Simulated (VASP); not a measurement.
# ZrS (Fm-3m) in VASP: further runs

The runs below take ZrS through single point, with PBEsol.

All numbers are computed with VASP 6.6.1; they aren't measurements. Logs are shortened: lines on timing, memory, paths and dates and some standing lists are left out, and cuts for length are marked.

## (1) The cell of the first run

The structure is cubic, space group Fm-3m (No. 225). Conventional cell: a = 5.061 Å, b = 5.061 Å, c = 5.061 Å, α = 90.00°, β = 90.00°, γ = 90.00°. Zr (site symmetry m-3m) has 6 S at 2.53 Å within 3.3 Å. S (site symmetry m-3m) has 6 Zr at 2.53 Å within 3.3 Å.

## (2) Single point, PBEsol (volume scaled by 0.94)

File INCAR:

```
SYSTEM = ZrS
  ALGO = Normal
  EDIFF = 1E-6
  ENCUT = 520
  GGA = PS
  ISIF = 2
  ISMEAR = 0
  LASPH = .TRUE.
  LCHARG = .FALSE.
  LREAL = .FALSE.
  LWAVE = .FALSE.
  NBANDS = 16
  NELM = 80
  PREC = Accurate
  SIGMA = 0.1
```

File KPOINTS:

```
k-points
0
G
  14 14 14
  0 0 0
```

File POSCAR:

```
ZrS
1.0
    0.0000000000      2.5303447307      2.5303447307
    2.5303447307      0.0000000000      2.5303447307
    2.5303447307      2.5303447307      0.0000000000
Zr S
1 1
Direct
    0.0000000000      0.0000000000      0.0000000000
    0.5000000000      0.5000000000      0.5000000000
```

Potentials or basis: VASP PAW PBE potentials, release 64 (Zr_sv, S).

Command:

```
> cat potpaw_PBE.64/Zr_sv/POTCAR potpaw_PBE.64/S/POTCAR > POTCAR
> mpirun -np 1 vasp_std > vasp.out
```

OUTCAR:

```text
SYSTEM = ZrS
   EDIFF = 1E-6
   ENCUT = 520
   GGA = PS
   ISIF = 2
   ISMEAR = 0
   LASPH = .TRUE.
   LREAL = .FALSE.
   NELM = 80
   PREC = Accurate

 ion  position               nearest neighbor table
   1  0.000  0.000  0.000-   2 2.53   2 2.53   2 2.53   2 2.53   2 2.53   2 2.53
   2  0.500  0.500  0.500-   1 2.53   1 2.53   1 2.53   1 2.53   1 2.53   1 2.53

  LATTYP: Found a face centered cubic cell.
 ALAT       =     5.0606894614

  Lattice vectors:

 A1 = (   0.0000000000,   2.5303447307,   2.5303447307)
 A2 = (   2.5303447307,   0.0000000000,   2.5303447307)
 A3 = (   2.5303447307,   2.5303447307,   0.0000000000)

Analysis of symmetry for initial positions (statically):
=====================================================================
 Subroutine PRICEL returns:
 Original cell was already a primitive cell.

 Routine SETGRP: Setting up the symmetry group for a
 face centered cubic supercell.

 Subroutine GETGRP returns: Found 48 space group operations
 (whereof 48 operations were pure point group operations)
 out of a pool of 48 trial point group operations.

The static configuration has the point symmetry O_h .

Analysis of symmetry for dynamics (positions and initial velocities):
=====================================================================
 Subroutine PRICEL returns:
 Original cell was already a primitive cell.

 Routine SETGRP: Setting up the symmetry group for a
 face centered cubic supercell.

 Subroutine GETGRP returns: Found 48 space group operations
 (whereof 48 operations were pure point group operations)
 out of a pool of 48 trial point group operations.

The dynamic configuration has the point symmetry O_h .

 Subroutine INISYM returns: Found 48 space group operations
 (whereof 48 operations are pure point group operations),
 and found     1 'primitive' translations

----------------------------------------------------------------------------------------

                                     Primitive cell

  volume of cell :      32.4018

  direct lattice vectors                    reciprocal lattice vectors
     0.000000000  2.530344731  2.530344731    -0.197601534  0.197601534  0.197601534
     2.530344731  0.000000000  2.530344731     0.197601534 -0.197601534  0.197601534
     2.530344731  2.530344731  0.000000000     0.197601534  0.197601534 -0.197601534

  length of vectors
[... 74 lines left out ...]
   ISTART =      0    job   : 0-new  1-cont  2-samecut
   ICHARG =      2    charge: 1-file 2-atom 10-const
   ISPIN  =      1    spin polarized calculation?
   LNONCOLLINEAR =      F non collinear calculations
   LSORBIT =      F    spin-orbit coupling
   LASPH  =      T    aspherical Exc in radial PAW
   ENCUT  =  520.0 eV  38.22 Ry    6.18 a.u.   6.65  6.65  6.65*2*pi/ulx,y,z
   NELM   =     80;   NELMIN=  2; NELMDL= -5     # of ELM steps
   EDIFF  = 0.1E-05   stopping-criterion for ELM
   LREAL  =      F    real-space projection
   EDIFFG = 0.1E-04   stopping-criterion for IOM
   NSW    =      0    number of steps for IOM
   IBRION =     -1    ionic relax: 0-MD 1-quasi-New 2-CG
   NFREE  =      0    steps in history (QN), initial steepest desc. (CG)
   ISIF   =      2    stress and relaxation
   ISYM   =      2    0-nonsym 1-usesym 2-fastsym
   POTIM  = 0.5000    time-step for ionic-motion
   TEBEG  =    0.0;   TEEND  =   0.0 temperature during run
   PSTRESS=    0.0 pullay stress
   NELECT =      18.0000    total number of electrons
   NUPDOWN=      -1.0000    fix difference up-down
   EMIN   =  10.00;   EMAX   =-10.00  energy-range for DOS
   EFERMI =   0.00;   METHOD = LEGACY
   ISMEAR =     0;   SIGMA  =   0.10  broadening in eV -4-tet -1-fermi 0-gaus
   EFERMI_NEDOS =   21; number of points for ismear=-14 and -15
   IALGO  =     38    algorithm
   IMIX   =      4    mixing-type and parameters
     AMIX     =   0.40;   BMIX     =  1.00
     AMIX_MAG =   1.60;   BMIX_MAG =  1.00
  volume/ion in A,a.u.               =      16.20       109.33
  Fermi-wavevector in a.u.,A,eV,Ry     =   1.345786  2.543167 24.642052  1.811140
  Thomas-Fermi vector in A             =   2.473671
   LORBIT       =      0    0 simple, 1 ext, 2 COOP (PROOUT), +10 PAW based schemes
   GGA     = PS    functional components
   LHFCALC =     F    Hartree Fock is set to
   AEXX    =    0.0000 exact exchange contribution
   IVDW    =     0    specifies the selected vdW correction
   LEPSILON=     F    determine dielectric tensor
   LRPA    =     F    only Hartree local field effects (RPA)
 non-spin polarized calculation
 Gauss-broadening in eV      SIGMA  =   0.10
  energy-cutoff  :      520.00
  volume of cell :       32.40
 maximum number of plane-waves:       893
   NGX = 13   NGY = 13   NGZ = 13

 number of electron      18.0000001 magnetization

 Free energy of the ion-electron system (eV)
  ---------------------------------------------------
  ext. energy  EPLUGINS =         0.00000000
  ---------------------------------------------------
  free energy    TOTEN  =       -16.44418912 eV

  energy without entropy =      -16.43751176  energy(sigma->0) =      -16.44085044

 E-fermi :  12.0188     XC(G=0): -11.9972

 val. band max:       12.0187011076   @ k =   0.2857   0.0000   0.0000
 cond. band min:      12.0379702106   @ k =   0.2857   0.2143   0.0000
 fundamental gap:      0.0192691030
 Fermi energy:        12.0187896799

 k-point     1 :       0.0000    0.0000    0.0000
  band No.  band energies     occupation
      1     -37.6175      2.00000
      2     -15.6194      2.00000
      3     -15.6194      2.00000
      4     -15.6194      2.00000
      5      -4.3052      2.00000
      6       8.5002      2.00000
[... 433 lines left out ...]
      3     -15.6794      2.00000
      4     -15.6704      2.00000
      5      -3.3854      2.00000
      6       5.1491      2.00000
[... 8 lines left out ...]
     15      21.0092      0.00000
     16      21.5674      0.00000

 [... further k-points ...]
[... 5 lines left out ...]
  --------------------------------------------------------------------------------------
  -------------------------------------------------------------------------------------
  Total        2.1825394      2.1825394      2.1825394     -0.0000000      0.0000000      0.0000000
  in kB      107.9204134    107.9204134    107.9204134     -0.0000000      0.0000000      0.0000000
  external PRESSURE =     107.9204134 kB  Pullay stress =       0.0000000 kB

 VOLUME and BASIS-vectors are now :
 -----------------------------------------------------------------------------
  energy-cutoff  :      520.00
  volume of cell :       32.40
      direct lattice vectors                 reciprocal lattice vectors
     0.000000000  2.530344731  2.530344731    -0.197601534  0.197601534  0.197601534
     2.530344731  0.000000000  2.530344731     0.197601534 -0.197601534  0.197601534
     2.530344731  2.530344731  0.000000000     0.197601534  0.197601534 -0.197601534

 POSITION                                       TOTAL-FORCE (eV/Angst)
 -----------------------------------------------------------------------------------
      0.00000      0.00000      0.00000         0.000000      0.000000      0.000000
      2.53034      2.53034      2.53034        -0.000000      0.000000     -0.000000
 -----------------------------------------------------------------------------------
    total drift:                                0.000000      0.000000      0.000000

  FREE ENERGIE OF THE ION-ELECTRON SYSTEM (eV)
  ---------------------------------------------------
  free  energy   TOTEN  =       -16.4441891213 eV

  energy  without entropy=      -16.4375117636  energy(sigma->0) =      -16.44085044
```

Run time: 22 s. Hardware: 1 thread of Intel Xeon Platinum 8559C (Emerald Rapids), shared host; peak memory 0.18 GiB.

What came out:

```
Free energy            : -16.4442 eV
Pressure               : 10.8 GPa
Band gap on the k mesh : zero (band 9 reaches 13.76 eV, above the bottom of band 10 at 10.40 eV)
```

Caveat: the PAW data sets were made with another functional, which shifts forces and pressure a little.

## (3) Single point, PBEsol (volume scaled by 0.97)

File INCAR:

```
SYSTEM = ZrS
  PREC = Accurate
  ENCUT = 520
  EDIFF = 1E-7
  ISMEAR = 0
  SIGMA = 0.1
  LREAL = .False.
  LASPH = .True.
  NELM = 80
  ALGO = Normal
  ISIF = 2
  LWAVE = .False.
  LCHARG = .False.
  GGA = PS
  NBANDS = 16
```

File KPOINTS:

```
Automatic mesh
0
Gamma
  14 14 14
  0 0 0
```

File POSCAR:

```
ZrS
1.0
    0.0000000000      2.5569818959      2.5569818959
    2.5569818959      0.0000000000      2.5569818959
    2.5569818959      2.5569818959      0.0000000000
Zr S
1 1
Direct
    0.0000000000      0.0000000000      0.0000000000
    0.5000000000      0.5000000000      0.5000000000
```

Potentials or basis: VASP PAW PBE potentials, release 64 (Zr_sv, S).

Command:

```
> cat potpaw_PBE.64/Zr_sv/POTCAR potpaw_PBE.64/S/POTCAR > POTCAR
> mpirun -np 1 vasp_std > vasp.out
```

Wall time 26 s (1 thread of Intel Xeon Platinum 8559C (Emerald Rapids), shared host); peak memory 0.19 GiB.

It converged, with:

| Quantity | Value |
| --- | --- |
| Free energy | -16.4954 eV |
| Pressure | 5.1 GPa |
| Band gap on the k mesh | zero (band 9 reaches 13.26 eV, above the bottom of band 10 at 10.06 eV) |

Levels at points of the mesh, in eV from the Fermi level:
```tsv
k point	band 7	band 8	band 9	band 10	band 11	band 12
(0.00, 0.00, 0.00)	-3.53	-3.53	-1.55	-1.55	-1.55	-0.78
(0.50, 0.00, 0.00)	-6.28	-6.28	1.65	1.65	1.94	2.06
(0.50, 0.50, 0.00)	-4.49	-4.49	-3.85	0.54	2.67	2.67
```

Caveat: the PAW data sets were made with another functional, which shifts forces and pressure a little.
